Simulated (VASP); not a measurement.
# NiSb (P6_3/mmc) in VASP: notebook

NiSb is run at these levels: PBE; tasks: single point.

Everything below comes from runs of VASP 6.6.1. Logs are shortened: lines on timing, memory, paths and dates and some standing lists are left out, and cuts for length are marked.

**1. The cell of the first run**

It takes space group P6_3/mmc (No. 194, hexagonal). Conventional cell: a = 3.928 Å, b = 3.928 Å, c = 5.120 Å, α = 90.00°, β = 90.00°, γ = 120.00°. Within 3.5 Å of Sb (site symmetry -6m2) lie 6 Ni at 2.60 Å and 6 Sb at 3.42 Å. Ni (site symmetry -3m) has 2 Ni at 2.56 Å and 6 Sb at 2.60 Å within 3.4 Å.

**2. Single point, PBE, collinear spin, ferrimagnetic start**

INCAR reads:

```
PREC     = Accurate       # precision mode
ENCUT    = 520            # plane-wave cutoff, eV
EDIFF    = 1E-6           # SCF threshold, eV
ISMEAR   = -1             # smearing method
SIGMA    = 0.05           # smearing width, eV
LREAL    = False          # projectors in reciprocal space
LASPH    = True           # aspherical terms in the spheres
NELM     = 150            # most SCF steps
ALGO     = Normal         # electronic algorithm
ISIF     = 2              # what is computed and relaxed
LWAVE    = False          # write WAVECAR
LCHARG   = False          # write CHGCAR
ISPIN    = 2              # spin polarisation
MAGMOM   = 0 0 1 -0.5     # initial moments
LORBIT   = 11             # projections on sites
LMAXMIX  = 4              # l up to which the mixer works
GGA      = PE             # functional
NBANDS   = 27             # bands
```

KPOINTS reads:

```
Automatic mesh
0
Gamma
  8 8 5
```

POSCAR reads:

```
NiSb
1.0
    3.9280000000      0.0000000000      0.0000000000
   -1.9640000000      3.4017477861      0.0000000000
    0.0000000000      0.0000000000      5.1200000000
Sb Ni
2 2
Direct
    0.6666666667      0.3333333333      0.7500000000
    0.3333333333      0.6666666667      0.2500000000
    0.0000000000      0.0000000000      0.5000000000
    0.0000000000      0.0000000000      0.0000000000
```

Potentials or basis: VASP PAW PBE potentials, release 64 (Sb, Ni).

Started as:

```sh
$ cat potpaw_PBE.64/Sb/POTCAR potpaw_PBE.64/Ni/POTCAR > POTCAR
$ mpirun -np 1 vasp_std > vasp.out
```

OUTCAR:

```text
PREC = Accurate
   ENCUT = 520
   EDIFF = 1E-6
   ISMEAR = -1
   LREAL = False
   LASPH = True
   NELM = 150
   ISIF = 2
   ISPIN = 2
   LORBIT = 11
   GGA = PE

 ion  position               nearest neighbor table
   1  0.667  0.333  0.750-   3 2.60   4 2.60   3 2.60   4 2.60   3 2.60   4 2.60   2 3.42   2 3.42
                             2 3.42   2 3.42   2 3.42   2 3.42
   2  0.333  0.667  0.250-   3 2.60   4 2.60   3 2.60   4 2.60   3 2.60   4 2.60   1 3.42   1 3.42
                             1 3.42   1 3.42   1 3.42   1 3.42
   3  0.000  0.000  0.500-   4 2.56   4 2.56   1 2.60   2 2.60   1 2.60   2 2.60   1 2.60   2 2.60

   4  0.000  0.000  0.000-   3 2.56   3 2.56   1 2.60   2 2.60   1 2.60   2 2.60   1 2.60   2 2.60

  LATTYP: Found a hexagonal cell.
 ALAT       =     3.9280000000
 C/A-ratio  =     1.3034623218

  Lattice vectors:

 A1 = (   3.9280000000,   0.0000000000,   0.0000000000)
 A2 = (  -1.9640000000,   3.4017477861,   0.0000000000)
 A3 = (   0.0000000000,   0.0000000000,   5.1200000000)

Analysis of symmetry for initial positions (statically):
=====================================================================
 Subroutine PRICEL returns:
 Original cell was already a primitive cell.

 Routine SETGRP: Setting up the symmetry group for a
 hexagonal supercell.

 Subroutine GETGRP returns: Found 24 space group operations
 (whereof 12 operations were pure point group operations)
 out of a pool of 24 trial point group operations.

The static configuration has the point symmetry D_3d.
 The point group associated with its full space group is D_6h.

Analysis of symmetry for dynamics (positions and initial velocities):
=====================================================================
 Subroutine PRICEL returns:
 Original cell was already a primitive cell.

 Routine SETGRP: Setting up the symmetry group for a
 hexagonal supercell.

 Subroutine GETGRP returns: Found 24 space group operations
 (whereof 12 operations were pure point group operations)
 out of a pool of 24 trial point group operations.

The dynamic configuration has the point symmetry D_3d.
 The point group associated with its full space group is D_6h.

Analysis of structural, dynamic, and magnetic symmetry:
=====================================================================
 Subroutine PRICEL returns:
 Original cell was already a primitive cell.

 Routine SETGRP: Setting up the symmetry group for a
 hexagonal supercell.

 Subroutine GETGRP returns: Found 12 space group operations
 (whereof 12 operations were pure point group operations)
 out of a pool of 24 trial point group operations.

The overall configuration has the point symmetry D_3d.

 Subroutine INISYM returns: Found 12 space group operations
 (whereof 12 operations are pure point group operations),
 and found     1 'primitive' translations

----------------------------------------------------------------------------------------

                                     Primitive cell

  volume of cell :      68.4138

  direct lattice vectors                    reciprocal lattice vectors
     3.928000000  0.000000000  0.000000000     0.254582485  0.146983266  0.000000000
    -1.964000000  3.401747786  0.000000000     0.000000000  0.293966532  0.000000000
     0.000000000  0.000000000  5.120000000     0.000000000  0.000000000  0.195312500

  length of vectors
     3.928000000  3.928000000  5.120000000     0.293966532  0.293966532  0.195312500

  position of ions in fractional coordinates (direct lattice)
     0.666666667  0.333333333  0.750000000
     0.333333333  0.666666667  0.250000000
     0.000000000  0.000000000  0.500000000
     0.000000000  0.000000000  0.000000000

  ion indices of the primitive-cell ions
   primitive index   ion index
                 1           1
                 2           2
                 3           3
                 4           4

----------------------------------------------------------------------------------------

 KPOINTS: Automatic mesh

Automatic generation of k-mesh.
 Grid dimensions read from file:
 generate k-points for:    8    8    5

 Generating k-lattice:

  Cartesian coordinates                     Fractional coordinates (reciprocal lattice)
     0.031822811  0.018372908  0.000000000     0.125000000  0.000000000  0.000000000
     0.000000000  0.036745817  0.000000000     0.000000000  0.125000000  0.000000000
     0.000000000  0.000000000  0.039062500     0.000000000  0.000000000  0.200000000

  Length of vectors
     0.036745817  0.036745817  0.039062500

  Shift w.r.t. Gamma in fractional coordinates (k-lattice)
     0.000000000  0.000000000  0.000000000

 Subroutine IBZKPT returns following result:
 ===========================================

 Found     40 irreducible k-points:

 Following reciprocal coordinates:
            Coordinates               Weight
  0.000000  0.000000  0.000000      1.000000
  0.125000  0.000000  0.000000      6.000000
  0.250000  0.000000  0.000000      6.000000
  0.375000 -0.000000  0.000000      6.000000
  0.500000  0.000000  0.000000      3.000000
  0.125000  0.125000  0.000000      6.000000
[... 16 lines left out ...]
 -0.125000  0.500000  0.200000     12.000000
  0.250000  0.250000  0.200000     12.000000
 [... further k-points ...]
   k-points           NKPTS =     40   k-points in BZ     NKDIM =     40   number of bands    NBANDS=     27
   number of dos      NEDOS =    301   number of ions     NIONS =      4
   total plane-waves  NPLWV =  36000
   dimension x,y,z NGX =    30 NGY =   30 NGZ =   40
   dimension x,y,z NGXF=    60 NGYF=   60 NGZF=   80
   ions per type =               2   2
   NGX,Y,Z   is equivalent  to a cutoff of  12.70, 12.70, 12.99 a.u.
   NGXF,Y,Z  is equivalent  to a cutoff of  25.39, 25.39, 25.98 a.u.
 SYSTEM =  unknown system
   PREC   = accura    normal or accurate (medium, high low for compatibility)
   ISTART =      0    job   : 0-new  1-cont  2-samecut
   ICHARG =      2    charge: 1-file 2-atom 10-const
   ISPIN  =      2    spin polarized calculation?
   LNONCOLLINEAR =      F non collinear calculations
   LSORBIT =      F    spin-orbit coupling
   LASPH  =      T    aspherical Exc in radial PAW
   ENCUT  =  520.0 eV  38.22 Ry    6.18 a.u.   7.30  7.30  9.52*2*pi/ulx,y,z
   NELM   =    150;   NELMIN=  2; NELMDL= -5     # of ELM steps
   EDIFF  = 0.1E-05   stopping-criterion for ELM
   LREAL  =      F    real-space projection
   EDIFFG = 0.1E-04   stopping-criterion for IOM
   NSW    =      0    number of steps for IOM
   IBRION =     -1    ionic relax: 0-MD 1-quasi-New 2-CG
   NFREE  =      0    steps in history (QN), initial steepest desc. (CG)
   ISIF   =      2    stress and relaxation
   ISYM   =      2    0-nonsym 1-usesym 2-fastsym
   POTIM  = 0.5000    time-step for ionic-motion
   TEBEG  =    0.0;   TEEND  =   0.0 temperature during run
   PSTRESS=    0.0 pullay stress
   NELECT =      30.0000    total number of electrons
   NUPDOWN=      -1.0000    fix difference up-down
   EMIN   =  10.00;   EMAX   =-10.00  energy-range for DOS
   EFERMI =   0.00;   METHOD = LEGACY
   ISMEAR =    -1;   SIGMA  =   0.05  broadening in eV -4-tet -1-fermi 0-gaus
   EFERMI_NEDOS =   21; number of points for ismear=-14 and -15
   IALGO  =     38    algorithm
   IMIX   =      4    mixing-type and parameters
     AMIX     =   0.40;   BMIX     =  1.00
     AMIX_MAG =   1.60;   BMIX_MAG =  1.00
  volume/ion in A,a.u.               =      17.10       115.42
  Fermi-wavevector in a.u.,A,eV,Ry     =   1.243753  2.350352 21.047138  1.546921
  Thomas-Fermi vector in A             =   2.378050
   LORBIT       =     11    0 simple, 1 ext, 2 COOP (PROOUT), +10 PAW based schemes
   GGA     = PE    functional components
   LHFCALC =     F    Hartree Fock is set to
   AEXX    =    0.0000 exact exchange contribution
   IVDW    =     0    specifies the selected vdW correction
   LEPSILON=     F    determine dielectric tensor
   LRPA    =     F    only Hartree local field effects (RPA)
 spin polarized calculation
  energy-cutoff  :      520.00
  volume of cell :       68.41
 maximum number of plane-waves:      1867
 NGX is ok and might be reduce to    30
   NGX = 15   NGY = 15   NGZ = 19

 number of electron      30.0000034 magnetization      -0.0000495

 number of electron      30.0000034 magnetization       0.0000376

 Free energy of the ion-electron system (eV)
  ---------------------------------------------------
  ext. energy  EPLUGINS =         0.00000000
  ---------------------------------------------------
  free energy    TOTEN  =       -20.29226265 eV

  energy without entropy =      -20.27271641  energy(sigma->0) =      -20.28248953

 E-fermi :  10.0328     XC(G=0): -11.5320

 val. band max:       10.0211557730   @ k =   0.0000   0.0000   0.0000
 cond. band min:      10.0355661805   @ k =   0.1250   0.0000   0.0000
 fundamental gap:      0.0144104075
 Fermi energy:        10.0327891675

 spin component 1

 k-point     1 :       0.0000    0.0000    0.0000
  band No.  band energies     occupation
      1      -2.9322      1.00000
      2       1.6357      1.00000
      3       3.8001      1.00000
      4       6.1210      1.00000
      5       6.1210      1.00000
      6       6.8838      1.00000
[... 19 lines left out ...]
     26      19.7458      0.00000
     27      19.7458      0.00000

 k-point     2 :       0.1250    0.0000    0.0000
  band No.  band energies     occupation
      1      -2.7357      1.00000
      2       1.6214      1.00000
      3       4.0207      1.00000
      4       6.0687      1.00000
      5       6.1632      1.00000
      6       6.8028      1.00000
[... 652 lines left out ...]
 k-point    24 :       0.2500    0.2500    0.2000
  band No.  band energies     occupation
      1      -0.6018      1.00000
      2       0.8258      1.00000
      3       4.2615      1.00000
      4       4.7676      1.00000
      5       5.7393      1.00000
      6       6.5912      1.00000
[... 19 lines left out ...]
     26      21.8312      0.00000
     27      23.4101      0.00000

 [... further k-points ...]

 spin component 2

 k-point     1 :       0.0000    0.0000    0.0000
  band No.  band energies     occupation
      1      -2.9322      1.00000
      2       1.6357      1.00000
      3       3.8001      1.00000
      4       6.1210      1.00000
      5       6.1210      1.00000
      6       6.8839      1.00000
[... 19 lines left out ...]
     26      19.7458      0.00000
     27      19.7458      0.00000

 k-point     2 :       0.1250    0.0000    0.0000
  band No.  band energies     occupation
      1      -2.7357      1.00000
      2       1.6214      1.00000
      3       4.0207      1.00000
      4       6.0687      1.00000
      5       6.1632      1.00000
      6       6.8028      1.00000
[... 652 lines left out ...]
 k-point    24 :       0.2500    0.2500    0.2000
  band No.  band energies     occupation
      1      -0.6018      1.00000
      2       0.8258      1.00000
      3       4.2615      1.00000
      4       4.7676      1.00000
      5       5.7393      1.00000
      6       6.5912      1.00000
[... 19 lines left out ...]
     26      21.8312      0.00000
     27      23.4148      0.00000

 [... further k-points ...]
[... 5 lines left out ...]
  --------------------------------------------------------------------------------------
  -------------------------------------------------------------------------------------
  Total        1.6091246      1.6091246      1.3969384      0.0000000      0.0000000     -0.0000000
  in kB       37.6839745     37.6839745     32.7148013      0.0000000      0.0000000     -0.0000000
  external PRESSURE =      36.0275834 kB  Pullay stress =       0.0000000 kB

 VOLUME and BASIS-vectors are now :
 -----------------------------------------------------------------------------
  energy-cutoff  :      520.00
  volume of cell :       68.41
      direct lattice vectors                 reciprocal lattice vectors
     3.928000000  0.000000000  0.000000000     0.254582485  0.146983266  0.000000000
    -1.964000000  3.401747786  0.000000000     0.000000000  0.293966532  0.000000000
     0.000000000  0.000000000  5.120000000     0.000000000  0.000000000  0.195312500

 POSITION                                       TOTAL-FORCE (eV/Angst)
 -----------------------------------------------------------------------------------
      1.96400      1.13392      3.84000        -0.000000      0.000000      0.000014
     -0.00000      2.26783      1.28000         0.000000     -0.000000     -0.000014
      0.00000      0.00000      2.56000        -0.000000      0.000000      0.000000
      0.00000      0.00000      0.00000        -0.000000      0.000000      0.000000
 -----------------------------------------------------------------------------------
    total drift:                                0.000000     -0.000000     -0.000000

  FREE ENERGIE OF THE ION-ELECTRON SYSTEM (eV)
  ---------------------------------------------------
  free  energy   TOTEN  =       -20.2922626462 eV

  energy  without entropy=      -20.2727164130  energy(sigma->0) =      -20.28248953

 total charge

# of ion       s       p       d       tot
------------------------------------------
    1        1.130   1.224   0.076   2.430
    2        1.130   1.224   0.076   2.430
    3        0.450   0.487   8.465   9.402
    4        0.450   0.487   8.465   9.402
--------------------------------------------------
tot          3.161   3.422  17.083  23.666

 magnetization (x)

# of ion       s       p       d       tot
------------------------------------------
    1        0.000  -0.000  -0.000  -0.000
    2        0.000  -0.000  -0.000  -0.000
    3       -0.000  -0.000   0.000   0.000
    4        0.000   0.000  -0.000  -0.000
--------------------------------------------------
tot         -0.000  -0.000   0.000   0.000
```

It took 3.6 min on 1 thread of Oxide Virtual Turin-like, shared host; peak memory 0.24 GiB.

Results:

```yaml
Free_energy: -20.2923 eV
Pressure: 3.6 GPa
Band_gap_on_the_k_mesh: zero (filled and empty bands overlap)
Net_moment: 0.00 μB per cell
Valence_electrons_inside_the_program's_atomic_spheres: Sb 2.43; Ni 9.40
```

Caveat: the cell stands under pressure; the moments typed at the start vanished in this run; spin-orbit coupling is left out, which moves the levels of the heavy elements.

**3. Single point, PBE, collinear spin, ferrimagnetic start**

INCAR reads:

```
SYSTEM = NiSb
ALGO = Normal
EDIFF = 1E-6
ENCUT = 520
GGA = PE
ISIF = 2
ISMEAR = -1
ISPIN = 2
LASPH = .TRUE.
LCHARG = .TRUE.
LELF = .TRUE.
LMAXMIX = 4
LORBIT = 11
LREAL = .FALSE.
LVHAR = .TRUE.
LWAVE = .FALSE.
MAGMOM = 0 0 0.82 -0.27
NBANDS = 27
NELM = 150
PREC = Accurate
SIGMA = 0.05
```

KPOINTS reads:

```
k-points
0
G
  8 8 5
  0 0 0
```

POSCAR is that of step 2.

Potentials or basis: VASP PAW PBE potentials, release 64 (Sb, Ni).

Started as:

```sh
$ cat potpaw_PBE.64/Sb/POTCAR potpaw_PBE.64/Ni/POTCAR > POTCAR
$ mpirun -np 1 vasp_std > vasp.out
```

It took 3.8 min on 1 thread of Oxide Virtual Turin-like, shared host; peak memory 0.24 GiB.

Results (log left out):

```yaml
Free_energy: -20.2923 eV
Pressure: 3.6 GPa
Band_gap_on_the_k_mesh: zero (filled and empty bands overlap)
Net_moment: 0.00 μB per cell
Valence_electrons_inside_the_program's_atomic_spheres: Sb 2.43; Ni 9.40
```

Stress tensor (GPa, compression positive):
```
3.76 0.00 0.00
0.00 3.76 0.00
0.00 0.00 3.27
```

Levels at points of the mesh, in eV from the Fermi level:
Spin up:
| k point | band 13 | band 14 | band 15 | band 16 | band 17 | band 18 |
| --- | --- | --- | --- | --- | --- | --- |
| (0.00, 0.00, 0.00) | -0.01 | 0.63 | 0.63 | 2.52 | 2.52 | 3.18 |
| (0.50, 0.00, 0.00) | -1.58 | -1.38 | -1.31 | -0.33 | 1.17 | 3.47 |
Spin down:
```tsv
k point	band 11	band 12	band 13	band 14	band 15	band 16	band 17	band 18	band 19	band 20
(0.00, 0.00, 0.00)	-1.32	-1.32	-0.01	0.63	0.63	2.52	2.52	3.18	4.09	5.38
(0.50, 0.00, 0.00)	-2.08	-1.85	-1.58	-1.38	-1.31	-0.33	1.17	3.47	4.03	5.39
```

Caveat: the cell stands under pressure; the moments typed at the start vanished in this run; spin-orbit coupling is left out, which moves the levels of the heavy elements.
